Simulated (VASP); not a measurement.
# PbSe (Clausthalite) (Fm-3m) in VASP: notebook

Aim: see how the results for PbSe (Clausthalite) move with the level of theory and the settings. Levels: PBEsol, LDA, PBE. Tasks: vibrations by perturbation theory, dielectric tensor, elastic constants.

Program: VASP 6.6.1. These are calculated values, not measurements. Logs are shortened: lines on timing, memory, paths and dates and some standing lists are left out, and cuts for length are marked.

### Step 1. The cell of the first run

It takes space group Fm-3m (No. 225, cubic). The conventional cell has a = 6.121 Å, b = 6.121 Å, c = 6.121 Å, α = 90.00°, β = 90.00°, γ = 90.00°. Within 4.0 Å of Pb (site symmetry m-3m) lie 6 Se at 3.06 Å. Within 4.0 Å of Se (site symmetry m-3m) lie 6 Pb at 3.06 Å.

### Step 2. Vibrations by perturbation theory, PBEsol

The input, INCAR:

```
SYSTEM = PbSe
PREC = Accurate
ENCUT = 520
EDIFF = 1E-8
ISMEAR = -1
SIGMA = 0.05
LREAL = .False.
LASPH = .True.
NELM = 100
ALGO = Normal
ISIF = 2
LWAVE = .False.
LCHARG = .True.
GGA = PS
NBANDS = 17
IBRION = 8
NSW = 1
```

The input, KPOINTS:

```
regular mesh
0
Gamma
  6 6 6
  0 0 0
```

The input, POSCAR:

```
PbSe
1.0
    0.0000000000      3.0606500000      3.0606500000
    3.0606500000      0.0000000000      3.0606500000
    3.0606500000      3.0606500000      0.0000000000
Pb Se
1 1
Direct
    0.0000000000      0.0000000000      0.0000000000
    0.5000000000      0.5000000000      0.5000000000
```

Potentials or basis: VASP PAW PBE potentials, release 64 (Pb_d, Se).

Run with:

```
> cat potpaw_PBE.64/Pb_d/POTCAR potpaw_PBE.64/Se/POTCAR > POTCAR
> mpirun -np 1 vasp_std > vasp.out
```

OUTCAR:

```text
SYSTEM = PbSe
   PREC = Accurate
   ENCUT = 520
   EDIFF = 1E-8
   ISMEAR = -1
   LREAL = .False.
   LASPH = .True.
   NELM = 100
   ISIF = 2
   GGA = PS
   IBRION = 8
   NSW = 1

 ion  position               nearest neighbor table
   1  0.000  0.000  0.000-   2 3.06   2 3.06   2 3.06   2 3.06   2 3.06   2 3.06
   2  0.500  0.500  0.500-   1 3.06   1 3.06   1 3.06   1 3.06   1 3.06   1 3.06

  LATTYP: Found a face centered cubic cell.
 ALAT       =     6.1213000000

  Lattice vectors:

 A1 = (   0.0000000000,   3.0606500000,   3.0606500000)
 A2 = (   3.0606500000,   0.0000000000,   3.0606500000)
 A3 = (   3.0606500000,   3.0606500000,   0.0000000000)

Analysis of symmetry for initial positions (statically):
=====================================================================
 Subroutine PRICEL returns:
 Original cell was already a primitive cell.

 Routine SETGRP: Setting up the symmetry group for a
 face centered cubic supercell.

 Subroutine GETGRP returns: Found 48 space group operations
 (whereof 48 operations were pure point group operations)
 out of a pool of 48 trial point group operations.

The static configuration has the point symmetry O_h .

Analysis of symmetry for dynamics (positions and initial velocities):
=====================================================================
 Subroutine PRICEL returns:
 Original cell was already a primitive cell.

 Routine SETGRP: Setting up the symmetry group for a
 face centered cubic supercell.

 Subroutine GETGRP returns: Found 48 space group operations
 (whereof 48 operations were pure point group operations)
 out of a pool of 48 trial point group operations.

The dynamic configuration has the point symmetry O_h .

 Subroutine INISYM returns: Found 48 space group operations
 (whereof 48 operations are pure point group operations),
 and found     1 'primitive' translations

----------------------------------------------------------------------------------------

                                     Primitive cell

  volume of cell :      57.3418

  direct lattice vectors                    reciprocal lattice vectors
     0.000000000  3.060650000  3.060650000    -0.163363991  0.163363991  0.163363991
     3.060650000  0.000000000  3.060650000     0.163363991 -0.163363991  0.163363991
     3.060650000  3.060650000  0.000000000     0.163363991  0.163363991 -0.163363991

  length of vectors
     4.328412740  4.328412740  4.328412740     0.282954733  0.282954733  0.282954733

  position of ions in fractional coordinates (direct lattice)
     0.000000000  0.000000000  0.000000000
     0.500000000  0.500000000  0.500000000

  ion indices of the primitive-cell ions
   primitive index   ion index
                 1           1
                 2           2

----------------------------------------------------------------------------------------

 KPOINTS: regular mesh

Automatic generation of k-mesh.
 Grid dimensions read from file:
 generate k-points for:    6    6    6

 Generating k-lattice:

  Cartesian coordinates                     Fractional coordinates (reciprocal lattice)
    -0.027227332  0.027227332  0.027227332     0.166666667  0.000000000  0.000000000
     0.027227332 -0.027227332  0.027227332     0.000000000  0.166666667  0.000000000
     0.027227332  0.027227332 -0.027227332     0.000000000  0.000000000  0.166666667

  Length of vectors
     0.047159122  0.047159122  0.047159122

  Shift w.r.t. Gamma in fractional coordinates (k-lattice)
     0.000000000  0.000000000  0.000000000

 Subroutine IBZKPT returns following result:
 ===========================================

 Found     16 irreducible k-points:

 Following reciprocal coordinates:
            Coordinates               Weight
  0.000000  0.000000  0.000000      1.000000
  0.166667  0.000000  0.000000      8.000000
  0.333333  0.000000  0.000000      8.000000
  0.500000  0.000000  0.000000      4.000000
  0.166667  0.166667  0.000000      6.000000
  0.333333  0.166667  0.000000     24.000000
[... 8 lines left out ...]
 -0.333333  0.333333  0.166667     24.000000
 -0.333333  0.500000  0.166667     12.000000
   k-points           NKPTS =     16   k-points in BZ     NKDIM =     16   number of bands    NBANDS=     17
   number of dos      NEDOS =    301   number of ions     NIONS =      2
   total plane-waves  NPLWV =  32768
   dimension x,y,z NGX =    32 NGY =   32 NGZ =   32
   dimension x,y,z NGXF=    64 NGYF=   64 NGZF=   64
   ions per type =               1   1
   NGX,Y,Z   is equivalent  to a cutoff of  12.29, 12.29, 12.29 a.u.
   NGXF,Y,Z  is equivalent  to a cutoff of  24.58, 24.58, 24.58 a.u.
 SYSTEM =  PbSe
   PREC   = accura    normal or accurate (medium, high low for compatibility)
   ISTART =      0    job   : 0-new  1-cont  2-samecut
   ICHARG =      2    charge: 1-file 2-atom 10-const
   ISPIN  =      1    spin polarized calculation?
   LNONCOLLINEAR =      F non collinear calculations
   LSORBIT =      F    spin-orbit coupling
   LASPH  =      T    aspherical Exc in radial PAW
   ENCUT  =  520.0 eV  38.22 Ry    6.18 a.u.   8.05  8.05  8.05*2*pi/ulx,y,z
   NELM   =    100;   NELMIN=  2; NELMDL= -5     # of ELM steps
   EDIFF  = 0.1E-07   stopping-criterion for ELM
   LREAL  =      F    real-space projection
   EDIFFG = 0.1E-06   stopping-criterion for IOM
   NSW    =      1    number of steps for IOM
   IBRION =      8    ionic relax: 0-MD 1-quasi-New 2-CG
   NFREE  =      0    steps in history (QN), initial steepest desc. (CG)
   ISIF   =      2    stress and relaxation
   ISYM   =      2    0-nonsym 1-usesym 2-fastsym
   POTIM  = 0.5000    time-step for ionic-motion
   TEBEG  =    0.0;   TEEND  =   0.0 temperature during run
   PSTRESS=    0.0 pullay stress
   NELECT =      20.0000    total number of electrons
   NUPDOWN=      -1.0000    fix difference up-down
   EMIN   =  10.00;   EMAX   =-10.00  energy-range for DOS
   EFERMI =   0.00;   METHOD = LEGACY
   ISMEAR =    -1;   SIGMA  =   0.05  broadening in eV -4-tet -1-fermi 0-gaus
   EFERMI_NEDOS =   21; number of points for ismear=-14 and -15
   IALGO  =     38    algorithm
   IMIX   =      4    mixing-type and parameters
     AMIX     =   0.40;   BMIX     =  1.00
     AMIX_MAG =   1.60;   BMIX_MAG =  1.00
  volume/ion in A,a.u.               =      28.67       193.48
  Fermi-wavevector in a.u.,A,eV,Ry     =   1.152377  2.177676 18.068159  1.327972
  Thomas-Fermi vector in A             =   2.289028
   LORBIT       =      0    0 simple, 1 ext, 2 COOP (PROOUT), +10 PAW based schemes
   GGA     = PS    functional components
   LHFCALC =     F    Hartree Fock is set to
   AEXX    =    0.0000 exact exchange contribution
   IVDW    =     0    specifies the selected vdW correction
   LEPSILON=     F    determine dielectric tensor
   LRPA    =     F    only Hartree local field effects (RPA)
 non-spin polarized calculation
  energy-cutoff  :      520.00
  volume of cell :       57.34
 maximum number of plane-waves:      1572
   NGX = 17   NGY = 17   NGZ = 17

--------------------------------------- Ionic step        1  -------------------------------------------

 number of electron      20.0000000 magnetization

 Free energy of the ion-electron system (eV)
  ---------------------------------------------------
  ext. energy  EPLUGINS =         0.00000000
  ---------------------------------------------------
  free energy    TOTEN  =        -8.92078447 eV

  energy without entropy =       -8.91947125  energy(sigma->0) =       -8.92012786

 E-fermi :   5.0084     XC(G=0):  -9.7209

 val. band max:        4.9057767978   @ k =   0.5000   0.0000   0.0000
 cond. band min:       5.1109589216   @ k =   0.5000   0.0000   0.0000
 fundamental gap:      0.2051821238
 Fermi energy:         5.0083691839

 k-point     1 :       0.0000    0.0000    0.0000
  band No.  band energies     occupation
      1     -11.8356      2.00000
      2     -11.8356      2.00000
      3     -11.8356      2.00000
      4     -11.8342      2.00000
      5     -11.8342      2.00000
      6      -8.7011      2.00000
[... 299 lines left out ...]
      6      -7.2272      2.00000
[... 9 lines left out ...]
     16      16.5363      0.00000
     17      17.5637      0.00000

------------------------ aborting loop because EDIFF is reached ----------------------------------------

  FORCE on cell =-STRESS in cart. coord.  units (eV):
  Direction    XX          YY          ZZ          XY          YZ          ZX
  --------------------------------------------------------------------------------------
  -------------------------------------------------------------------------------------
  Total       -0.2049190     -0.2049190     -0.2049190      0.0000000     -0.0000000      0.0000000
  in kB       -5.7256101     -5.7256101     -5.7256101      0.0000000     -0.0000000      0.0000000
  external PRESSURE =      -5.7256101 kB  Pullay stress =       0.0000000 kB

 VOLUME and BASIS-vectors are now :
 -----------------------------------------------------------------------------
  energy-cutoff  :      520.00
  volume of cell :       57.34
      direct lattice vectors                 reciprocal lattice vectors
     0.000000000  3.060650000  3.060650000    -0.163363991  0.163363991  0.163363991
     3.060650000  0.000000000  3.060650000     0.163363991 -0.163363991  0.163363991
     3.060650000  3.060650000  0.000000000     0.163363991  0.163363991 -0.163363991

 POSITION                                       TOTAL-FORCE (eV/Angst)
 -----------------------------------------------------------------------------------
      0.00000      0.00000      0.00000         0.000000     -0.000000     -0.000000
      3.06065      3.06065      3.06065        -0.000000      0.000000      0.000000
 -----------------------------------------------------------------------------------
    total drift:                                0.000000     -0.000000     -0.000000

  FREE ENERGIE OF THE ION-ELECTRON SYSTEM (eV)
  ---------------------------------------------------
  free  energy   TOTEN  =        -8.9207844703 eV

  energy  without entropy=       -8.9194712548  energy(sigma->0) =       -8.92012786

[... ionic steps 2 to 3 ...]

--------------------------------------- Ionic step        4  -------------------------------------------

------------------------ aborting loop because EDIFF is reached ----------------------------------------

[... ionic steps 5 to 6 ...]

--------------------------------------- Ionic step        7  -------------------------------------------

 Free energy of the ion-electron system (eV)
  ---------------------------------------------------
  ---------------------------------------------------
  free energy    TOTEN  =        -0.08486075 eV

  energy without entropy =       -0.08486074

------------------------ aborting loop because EDIFF is reached ----------------------------------------

 INTERNAL STRAIN TENSOR  FOR ION    2  DIRECTION 1   (eV/Angst):
 -----------------------------------------------------------------------------
    -0.00771 -0.00000  0.00000
     0.00000  0.00905 -0.00000
     0.00000 -0.00000  0.00905

 INTERNAL STRAIN TENSOR FOR ION    2 for displacements in x,y,z  (eV/Angst):
          X           Y           Z          XY          YZ          ZX
  --------------------------------------------------------------------------------
  x     0.00000     0.00000     0.00000     0.00000     0.00000     0.00000
  y     0.00000     0.00000     0.00000     0.00000     0.00000     0.00000
  z     0.00000     0.00000     0.00000     0.00000     0.00000     0.00000

 SECOND DERIVATIVES (NOT SYMMETRIZED)
 ------------------------------------
               1X          1Y          1Z          2X          2Y          2Z
  1X    -0.046363    0.000000    0.000000    0.046363    0.000000    0.000000
  1Y     0.000000   -0.046363    0.000000    0.000000    0.046363    0.000000
  1Z     0.000000    0.000000   -0.046363    0.000000    0.000000    0.046363
  2X     0.051929    0.000000    0.000000   -0.051929    0.000000    0.000000
  2Y     0.000000    0.051929    0.000000    0.000000   -0.051929    0.000000
  2Z     0.000000    0.000000    0.051929    0.000000    0.000000   -0.051929

 Eigenvectors and eigenvalues of the dynamical matrix
 ----------------------------------------------------

   1 f  =    0.464274 THz     2.917121 2PiTHz   15.486521 cm-1     1.920083 meV
             X         Y         Z           dx          dy          dz
      0.000000  0.000000  0.000000     0.000000    0.000000   -0.504143
      3.060650  3.060650  3.060650     0.000000    0.000000    0.863620
[... 21 lines left out ...]
   6 f/i=    0.011454 THz     0.071968 2PiTHz    0.382069 cm-1     0.047370 meV
             X         Y         Z           dx          dy          dz
      0.000000  0.000000  0.000000     0.435913   -0.333176   -0.666943
      3.060650  3.060650  3.060650     0.254467   -0.194494   -0.389332

--------------------------------------------------------------------------------------------------------

 ELASTIC MODULI CONTR FROM IONIC RELAXATION (kBar)
 Direction    XX          YY          ZZ          XY          YZ          ZX
 --------------------------------------------------------------------------------
 XX           0.0000      0.0000      0.0000      0.0000      0.0000      0.0000
 YY           0.0000      0.0000      0.0000      0.0000      0.0000      0.0000
 ZZ           0.0000      0.0000      0.0000      0.0000      0.0000      0.0000
 XY           0.0000      0.0000      0.0000      0.0000      0.0000      0.0000
 YZ           0.0000      0.0000      0.0000      0.0000      0.0000      0.0000
 ZX           0.0000      0.0000      0.0000      0.0000      0.0000      0.0000
 --------------------------------------------------------------------------------
```

It took 70 s on 1 thread of Intel Xeon Platinum 8375C at 2.90GHz (Ice Lake), shared host; peak memory 0.26 GiB.

Results:

```yaml
Highest_phonon_frequency_at_Γ_LO-TO_splitting_left_out: 15 cm⁻¹
```

Phonon frequencies in cm⁻¹ (negative: imaginary):
| q point | frequencies |
| --- | --- |
| (0.000, 0.000, 0.000) | 0 0 0 15 15 15 |

Caveat: the PAW data sets were made with another functional, which shifts forces and pressure a little; spin-orbit coupling is left out, which moves the levels of the heavy elements.

(Continued in part 2 of 2.)
